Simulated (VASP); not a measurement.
# BeZn3Se4 (P1) in VASP: notebook

BeZn3Se4 is run at these levels: PBEsol, PBE; tasks: single point.

Program: VASP 6.6.1. These are calculated values, not measurements. Logs are shortened: lines on timing, memory, paths and dates and some standing lists are left out, and cuts for length are marked.

## Step 1: The cell of the first run

The typed cell holds 16 atoms: a = 11.075 Å, b = 5.538 Å, c = 5.538 Å, α = 90.00°, β = 90.00°, γ = 90.00°.

## Step 2: Single point, PBEsol

INCAR

```
SYSTEM = BeZn3Se4
ALGO = Normal
EDIFF = 1E-6
ENCUT = 520
GGA = PS
ISIF = 2
ISMEAR = -1
LASPH = .TRUE.
LCHARG = .FALSE.
LREAL = Auto
LWAVE = .FALSE.
NBANDS = 76
NELECT = 125.0
NELM = 80
PREC = Accurate
SIGMA = 0.05
```

KPOINTS

```
Automatic mesh
0
Gamma
  2 2 2
  0.5 0.5 0.5
```

POSCAR

```
BeZn3Se4
1.0
   11.0750160000      0.0000000000      0.0000000000
    0.0000000000      5.5375080000      0.0000000000
    0.0000000000      0.0000000000      5.5375080000
Zn Se Be
6 8 2
Direct
    0.0037690000      0.0065740000      0.0053440000
    0.4960840000      0.0021660000      0.9813740000
    0.2445770000      0.4955310000      0.9956650000
    0.7482330000      0.5072640000      0.9967980000
    0.0032100000      0.4946850000      0.4943640000
    0.4983380000      0.5055450000      0.5001200000
    0.1217520000      0.2460930000      0.2411690000
    0.6258860000      0.2572770000      0.2589410000
    0.3746260000      0.7533270000      0.2421220000
    0.8759790000      0.7536780000      0.2565780000
    0.3768940000      0.2536410000      0.7565710000
    0.8732350000      0.2292020000      0.7507040000
    0.1270600000      0.7475390000      0.7532450000
    0.6229260000      0.7451460000      0.7469180000
    0.2498600000      0.0019610000      0.4901050000
    0.7491180000      0.0087310000      0.5021460000
```

Potentials or basis: VASP PAW PBE potentials, release 64 (Zn, Se, Be).

On the command line:

```console
cat potpaw_PBE.64/Zn/POTCAR potpaw_PBE.64/Se/POTCAR potpaw_PBE.64/Be/POTCAR > POTCAR
mpirun -np 1 vasp_std > vasp.out
```

OUTCAR:

```text
SYSTEM = BeZn3Se4
   EDIFF = 1E-6
   ENCUT = 520
   GGA = PS
   ISIF = 2
   ISMEAR = -1
   LASPH = .TRUE.
   LREAL = Auto
   NELECT = 125.0
   NELM = 80
   PREC = Accurate

 ion  position               nearest neighbor table
   1  0.004  0.007  0.005-   7 2.27  12 2.37  13 2.42  10 2.43
   2  0.496  0.002  0.981-  11 2.29  14 2.38   9 2.41   8 2.53
   3  0.245  0.496  0.996-  13 2.33   7 2.37  11 2.39   9 2.44
   4  0.748  0.507  0.997-  14 2.36   8 2.42  10 2.44  12 2.48
   5  0.003  0.495  0.494-   7 2.36  10 2.40  13 2.43  12 2.50
   6  0.498  0.506  0.500-  14 2.35   8 2.38  11 2.40   9 2.41
[... 8 lines left out ...]
  15  0.250  0.002  0.490-   9 2.39   7 2.40  13 2.44  11 2.47
  16  0.749  0.009  0.502-  12 2.30   8 2.36  10 2.41  14 2.43

  LATTYP: Found a simple tetragonal cell.
 ALAT       =     5.5375080000
 C/A-ratio  =     2.0000000000

  Lattice vectors:

 A1 = (   0.0000000000,   5.5375080000,   0.0000000000)
 A2 = (   0.0000000000,   0.0000000000,   5.5375080000)
 A3 = (  11.0750160000,   0.0000000000,   0.0000000000)

Analysis of symmetry for initial positions (statically):
=====================================================================
 Subroutine PRICEL returns:
 Original cell was already a primitive cell.

 Routine SETGRP: Setting up the symmetry group for a
 simple tetragonal supercell.

 Subroutine GETGRP returns: Found  1 space group operations
 (whereof  1 operations were pure point group operations)
 out of a pool of 16 trial point group operations.

The static configuration has the point symmetry C_1 .

Analysis of symmetry for dynamics (positions and initial velocities):
=====================================================================
 Subroutine PRICEL returns:
 Original cell was already a primitive cell.

 Routine SETGRP: Setting up the symmetry group for a
 simple tetragonal supercell.

 Subroutine GETGRP returns: Found  1 space group operations
 (whereof  1 operations were pure point group operations)
 out of a pool of 16 trial point group operations.

The dynamic configuration has the point symmetry C_1 .

 Subroutine INISYM returns: Found  1 space group operations
 (whereof  1 operations are pure point group operations),
 and found     1 'primitive' translations

[... 104 lines left out ...]
   NSW    =      0    number of steps for IOM
   IBRION =     -1    ionic relax: 0-MD 1-quasi-New 2-CG
   NFREE  =      0    steps in history (QN), initial steepest desc. (CG)
   ISIF   =      2    stress and relaxation
   ISYM   =      2    0-nonsym 1-usesym 2-fastsym
   POTIM  = 0.5000    time-step for ionic-motion
   TEBEG  =    0.0;   TEEND  =   0.0 temperature during run
   PSTRESS=    0.0 pullay stress
   NELECT =     125.0000    total number of electrons
   NUPDOWN=      -1.0000    fix difference up-down
   EMIN   =  10.00;   EMAX   =-10.00  energy-range for DOS
   EFERMI =   0.00;   METHOD = LEGACY
   ISMEAR =    -1;   SIGMA  =   0.05  broadening in eV -4-tet -1-fermi 0-gaus
   EFERMI_NEDOS =   21; number of points for ismear=-14 and -15
   IALGO  =     38    algorithm
   IMIX   =      4    mixing-type and parameters
     AMIX     =   0.40;   BMIX     =  1.00
     AMIX_MAG =   1.60;   BMIX_MAG =  1.00
  volume/ion in A,a.u.               =      21.23       143.24
  Fermi-wavevector in a.u.,A,eV,Ry     =   1.173241  2.217104 18.728336  1.376494
  Thomas-Fermi vector in A             =   2.309657
   LORBIT       =      0    0 simple, 1 ext, 2 COOP (PROOUT), +10 PAW based schemes
   GGA     = PS    functional components
   LHFCALC =     F    Hartree Fock is set to
   AEXX    =    0.0000 exact exchange contribution
   IVDW    =     0    specifies the selected vdW correction
   LEPSILON=     F    determine dielectric tensor
   LRPA    =     F    only Hartree local field effects (RPA)
 non-spin polarized calculation
  energy-cutoff  :      520.00
  volume of cell :      339.60
 maximum number of plane-waves:      9126
 NGX is ok and might be reduce to    84
   NGX = 41   NGY = 21   NGZ = 21

 number of electron     124.9999978 magnetization

 Free energy of the ion-electron system (eV)
  ---------------------------------------------------
  ext. energy  EPLUGINS =         0.00000000
  ---------------------------------------------------
  free energy    TOTEN  =       -53.14567247 eV

  energy without entropy =      -53.03756466  energy(sigma->0) =      -53.09161857

 E-fermi :   5.0625     XC(G=0):  -9.6377

 val. band max:        1.6833591956   @ k =   0.2500   0.2500  -0.2500
 cond. band min:       5.0757266629   @ k =   0.2500  -0.2500   0.2500
 fundamental gap:      3.3923674673
 Fermi energy:         5.0625043133

 k-point     1 :       0.2500    0.2500    0.2500
  band No.  band energies     occupation
      1     -11.2903      2.00000
      2     -11.0506      2.00000
      3     -10.7290      2.00000
      4     -10.5954      2.00000
      5     -10.5042      2.00000
      6     -10.4573      2.00000
[... 297 lines left out ...]
     73       7.4678      0.00000
     74       7.5377      0.00000
 [bands above 74 left out]

------------------------ aborting loop because EDIFF is reached ----------------------------------------

  FORCE on cell =-STRESS in cart. coord.  units (eV):
  Direction    XX          YY          ZZ          XY          YZ          ZX
  --------------------------------------------------------------------------------------
  -------------------------------------------------------------------------------------
  Total       11.9423755     13.8076407     13.5068898     -1.3792584     -0.3974993      1.8103751
  in kB       56.3414748     65.1413814     63.7225057     -6.5070346     -1.8753136      8.5409474
  external PRESSURE =      61.7351206 kB  Pullay stress =       0.0000000 kB

 VOLUME and BASIS-vectors are now :
 -----------------------------------------------------------------------------
  energy-cutoff  :      520.00
  volume of cell :      339.60
      direct lattice vectors                 reciprocal lattice vectors
    11.075016000  0.000000000  0.000000000     0.090293323  0.000000000  0.000000000
     0.000000000  5.537508000  0.000000000     0.000000000  0.180586647  0.000000000
     0.000000000  0.000000000  5.537508000     0.000000000  0.000000000  0.180586647

 POSITION                                       TOTAL-FORCE (eV/Angst)
 -----------------------------------------------------------------------------------
      0.04174      0.03640      0.02959        -0.475196     -0.828593     -0.424966
      5.49414      0.01199      5.43437         0.671841     -0.158635      0.808250
      2.70869      2.74401      5.51350         0.409284      0.098310      0.233757
      8.28669      2.80898      5.51978         0.389857     -0.298637      0.161675
      0.03555      2.73932      2.73754        -0.346902      0.044861      0.463878
      5.51910      2.79946      2.76942        -0.225234     -0.085968     -0.174301
[... 8 lines left out ...]
      2.76720      0.01086      2.71396         0.060824     -0.127295      0.136014
      8.29649      0.04835      2.78064        -0.015257     -0.197297     -0.064241
 -----------------------------------------------------------------------------------
    total drift:                               -0.002395      0.010816      0.005931

  FREE ENERGIE OF THE ION-ELECTRON SYSTEM (eV)
  ---------------------------------------------------
  free  energy   TOTEN  =       -53.1456724739 eV

  energy  without entropy=      -53.0375646618  energy(sigma->0) =      -53.09161857
```

OSZICAR:

```text
N       E                     dE             d eps       ncg     rms          rms(c)
DAV:   1     0.105649976603E+04    0.10565E+04   -0.54055E+04   608   0.178E+03
DAV:   2     0.120046835719E+03   -0.93645E+03   -0.90113E+03   608   0.428E+02
DAV:   3    -0.454351161764E+02   -0.16548E+03   -0.16022E+03   684   0.164E+02
DAV:   4    -0.553338135976E+02   -0.98987E+01   -0.97332E+01   704   0.391E+01
DAV:   5    -0.555304151861E+02   -0.19660E+00   -0.19385E+00   720   0.517E+00    0.150E+01
DAV:   6    -0.531471127162E+02    0.23833E+01   -0.58801E+00   840   0.446E+01    0.111E+01
DAV:   7    -0.531969400127E+02   -0.49827E-01   -0.59769E+00   696   0.782E+00    0.376E+00
DAV:   8    -0.531542921561E+02    0.42648E-01   -0.34163E-01   816   0.696E+00    0.114E+00
DAV:   9    -0.531464136123E+02    0.78785E-02   -0.91541E-02   808   0.576E+00    0.373E-01
DAV:  10    -0.531453828797E+02    0.10307E-02   -0.16491E-02   792   0.211E+00    0.151E-01
DAV:  11    -0.531454639330E+02   -0.81053E-04   -0.47783E-03   856   0.755E-01    0.839E-02
DAV:  12    -0.531456422287E+02   -0.17830E-03   -0.17744E-03   720   0.434E-01    0.421E-02
DAV:  13    -0.531456652849E+02   -0.23056E-04   -0.34652E-04   752   0.184E-01    0.250E-02
DAV:  14    -0.531456696229E+02   -0.43380E-05   -0.36222E-05   800   0.949E-02    0.834E-03
DAV:  15    -0.531456723553E+02   -0.27324E-05   -0.21896E-05   752   0.578E-02    0.692E-03
DAV:  16    -0.531456724739E+02   -0.11865E-06   -0.62625E-06   640   0.382E-02
   1 F= -.53145672E+02 E0= -.53091619E+02  d E =-.108108E+00
```

Wall time 2.8 min (1 thread of Intel Xeon Platinum 8488C (Sapphire Rapids), shared host); peak memory 0.38 GiB.

What came out:

```
Free energy   : -53.1457 eV
Largest force : 1.905 eV/Å
```

Forces on the atoms (eV/Å):
```
Zn  -0.475 -0.829 -0.425
Zn   0.672 -0.159  0.808
Zn   0.409  0.098  0.234
Zn   0.390 -0.299  0.162
Zn  -0.347  0.045  0.464
Zn  -0.225 -0.086 -0.174
Se   1.334 -0.334  1.318
Se   0.523 -1.098  0.179
Se  -0.797  0.551  0.772
Se  -0.791  0.557  0.440
Se  -1.146 -0.312 -1.368
Se  -0.748  0.218 -0.760
Se   0.319  0.897 -1.098
Se   0.837  1.075 -0.624
Be   0.061 -0.127  0.136
Be  -0.015 -0.197 -0.064
```

Levels at points of the mesh, in eV from the Fermi level:
| k point | band 59 | band 60 | band 61 | band 62 | band 63 | band 64 | band 65 | band 66 |
| --- | --- | --- | --- | --- | --- | --- | --- | --- |
| (0.25, 0.25, 0.25) | -3.96 | -3.87 | -3.79 | -3.40 | 0.05 | 0.07 | 0.30 | 0.51 |

Caveat: the k points lie up to 0.57 Å⁻¹ apart, too coarse for converged energies and pressures of a metal; the cell carries a net charge on a neutralising background, which shifts energy and pressure; the cell is charged against a uniform background, so pressure and absolute levels hang on convention; the PAW data sets were made with another functional, which shifts forces and pressure a little.

## Step 3: Single point, PBE

INCAR

```
PREC = Accurate
ENCUT = 520
EDIFF = 1E-6
ISMEAR = -1
SIGMA = 0.05
LREAL = Auto
LASPH = T
NELM = 100
ALGO = Normal
ISIF = 2
LWAVE = F
LCHARG = F
GGA = PE
NBANDS = 76
```

KPOINTS is that of step 2.

POSCAR is that of step 2.

Potentials or basis: VASP PAW PBE potentials, release 64 (Zn, Se, Be).

On the command line:

```console
cat potpaw_PBE.64/Zn/POTCAR potpaw_PBE.64/Se/POTCAR potpaw_PBE.64/Be/POTCAR > POTCAR
mpirun -np 1 vasp_std > vasp.out
```

OUTCAR:

```text
PREC = Accurate
   ENCUT = 520
   EDIFF = 1E-6
   ISMEAR = -1
   LREAL = Auto
   LASPH = T
   NELM = 100
   ISIF = 2
   GGA = PE

 ion  position               nearest neighbor table
   1  0.004  0.007  0.005-   7 2.27  12 2.37  13 2.42  10 2.43
   2  0.496  0.002  0.981-  11 2.29  14 2.38   9 2.41   8 2.53
   3  0.245  0.496  0.996-  13 2.33   7 2.37  11 2.39   9 2.44
   4  0.748  0.507  0.997-  14 2.36   8 2.42  10 2.44  12 2.48
   5  0.003  0.495  0.494-   7 2.36  10 2.40  13 2.43  12 2.50
   6  0.498  0.506  0.500-  14 2.35   8 2.38  11 2.40   9 2.41
[... 8 lines left out ...]
  15  0.250  0.002  0.490-   9 2.39   7 2.40  13 2.44  11 2.47
  16  0.749  0.009  0.502-  12 2.30   8 2.36  10 2.41  14 2.43

  LATTYP: Found a simple tetragonal cell.
 ALAT       =     5.5375080000
 C/A-ratio  =     2.0000000000

  Lattice vectors:

 A1 = (   0.0000000000,   5.5375080000,   0.0000000000)
 A2 = (   0.0000000000,   0.0000000000,   5.5375080000)
 A3 = (  11.0750160000,   0.0000000000,   0.0000000000)

Analysis of symmetry for initial positions (statically):
[... 185 lines left out ...]
 Fermi energy:         3.0408685859

 k-point     1 :       0.2500    0.2500    0.2500
  band No.  band energies     occupation
      1     -11.1675      2.00000
      2     -10.8975      2.00000
      3     -10.5992      2.00000
      4     -10.4858      2.00000
      5     -10.3534      2.00000
      6     -10.2973      2.00000
[... 297 lines left out ...]
     73       7.6550      0.00000
     74       7.7377      0.00000
 [bands above 74 left out]

------------------------ aborting loop because EDIFF is reached ----------------------------------------

  FORCE on cell =-STRESS in cart. coord.  units (eV):
  Direction    XX          YY          ZZ          XY          YZ          ZX
  --------------------------------------------------------------------------------------
  -------------------------------------------------------------------------------------
  Total        7.1411518      8.4816908      8.1634482     -1.1683013     -0.4661558      1.4623493
  in kB       33.6903678     40.0147330     38.5133351     -5.5117861     -2.1992193      6.8990390
  external PRESSURE =      37.4061453 kB  Pullay stress =       0.0000000 kB

 VOLUME and BASIS-vectors are now :
 -----------------------------------------------------------------------------
  energy-cutoff  :      520.00
  volume of cell :      339.60
      direct lattice vectors                 reciprocal lattice vectors
    11.075016000  0.000000000  0.000000000     0.090293323  0.000000000  0.000000000
     0.000000000  5.537508000  0.000000000     0.000000000  0.180586647  0.000000000
     0.000000000  0.000000000  5.537508000     0.000000000  0.000000000  0.180586647

 POSITION                                       TOTAL-FORCE (eV/Angst)
 -----------------------------------------------------------------------------------
      0.04174      0.03640      0.02959        -0.597400     -0.899878     -0.418860
      5.49414      0.01199      5.43437         0.747980     -0.188384      0.865948
      2.70869      2.74401      5.51350         0.494973      0.108196      0.270590
      8.28669      2.80898      5.51978         0.397002     -0.302583      0.187134
      0.03555      2.73932      2.73754        -0.463681      0.055438      0.486467
      5.51910      2.79946      2.76942        -0.207211     -0.081311     -0.198560
[... 8 lines left out ...]
      2.76720      0.01086      2.71396         0.123626     -0.147413      0.137268
      8.29649      0.04835      2.78064        -0.029994     -0.252581     -0.073577
 -----------------------------------------------------------------------------------
    total drift:                               -0.001611      0.011064      0.006034

  FREE ENERGIE OF THE ION-ELECTRON SYSTEM (eV)
  ---------------------------------------------------
  free  energy   TOTEN  =       -52.2582776688 eV

  energy  without entropy=      -52.2582776688  energy(sigma->0) =      -52.25827767
```

OSZICAR:

```text
N       E                     dE             d eps       ncg     rms          rms(c)
DAV:   1     0.104728484223E+04    0.10473E+04   -0.53899E+04   608   0.178E+03
DAV:   2     0.119594322089E+03   -0.92769E+03   -0.89166E+03   608   0.425E+02
DAV:   3    -0.446173471476E+02   -0.16421E+03   -0.15825E+03   684   0.162E+02
DAV:   4    -0.541702904255E+02   -0.95529E+01   -0.94967E+01   704   0.386E+01
DAV:   5    -0.543267827525E+02   -0.15649E+00   -0.15625E+00   728   0.490E+00    0.138E+01
DAV:   6    -0.522597960197E+02    0.20670E+01   -0.48941E+00   848   0.405E+01    0.105E+01
DAV:   7    -0.522866488432E+02   -0.26853E-01   -0.55086E+00   696   0.740E+00    0.349E+00
DAV:   8    -0.522605926091E+02    0.26056E-01   -0.31684E-01   792   0.582E+00    0.117E+00
DAV:   9    -0.522579754089E+02    0.26172E-02   -0.81637E-02   832   0.442E+00    0.354E-01
DAV:  10    -0.522574604648E+02    0.51494E-03   -0.12553E-02   720   0.191E+00    0.172E-01
DAV:  11    -0.522579220652E+02   -0.46160E-03   -0.42462E-03   872   0.729E-01    0.899E-02
DAV:  12    -0.522582284110E+02   -0.30635E-03   -0.18560E-03   672   0.384E-01    0.409E-02
DAV:  13    -0.522582541636E+02   -0.25753E-04   -0.22646E-04   800   0.155E-01    0.250E-02
DAV:  14    -0.522582720906E+02   -0.17927E-04   -0.44775E-05   672   0.787E-02    0.761E-03
DAV:  15    -0.522582770573E+02   -0.49667E-05   -0.13501E-05   680   0.272E-02    0.363E-03
DAV:  16    -0.522582776688E+02   -0.61157E-06   -0.12432E-06   448   0.113E-02
   1 F= -.52258278E+02 E0= -.52258278E+02  d E =-.456086E-10
```

stdout:

```text
POSCAR found type information on POSCAR ZnSeBe
 POSCAR found :  3 types and      16 ions
 scaLAPACK will be used
 LDA part: xc-table for (Slater+PW92), standard interpolation
 POSCAR, INCAR and KPOINTS ok, starting setup
 FFT: planning ... GRIDC
 FFT: planning ... GRID_SOFT
 FFT: planning ... GRID
 WAVECAR not read
 entering main loop
```

It took 2.6 min on 1 thread of Intel Xeon Platinum 8488C (Sapphire Rapids), shared host; peak memory 0.39 GiB.

What came out:

- Free energy: -52.2583 eV
- Pressure: 3.7 GPa
- Largest force: 2.121 eV/Å
- Band gap on the k mesh: 3.48 eV

Forces on the atoms (eV/Å):
```
Zn  -0.597 -0.900 -0.419
Zn   0.748 -0.188  0.866
Zn   0.495  0.108  0.271
Zn   0.397 -0.303  0.187
Zn  -0.464  0.055  0.486
Zn  -0.207 -0.081 -0.199
Se   1.496 -0.361  1.459
Se   0.542 -1.209  0.177
Se  -0.934  0.614  0.878
Se  -0.812  0.603  0.473
Se  -1.350 -0.386 -1.507
Se  -0.714  0.277 -0.829
Se   0.360  0.973 -1.226
Se   0.945  1.198 -0.682
Be   0.124 -0.147  0.137
Be  -0.030 -0.253 -0.074
```

Stress tensor (GPa, compression positive):
```
 3.37 -0.55  0.69
-0.55  4.00 -0.22
 0.69 -0.22  3.85
```

Caveat: the k points lie up to 0.57 Å⁻¹ apart; a shifted mesh leaves out Γ, where band edges can lie; forces of over 1 eV/Å act on the atoms, so gaps and moduli don't describe the material at rest.
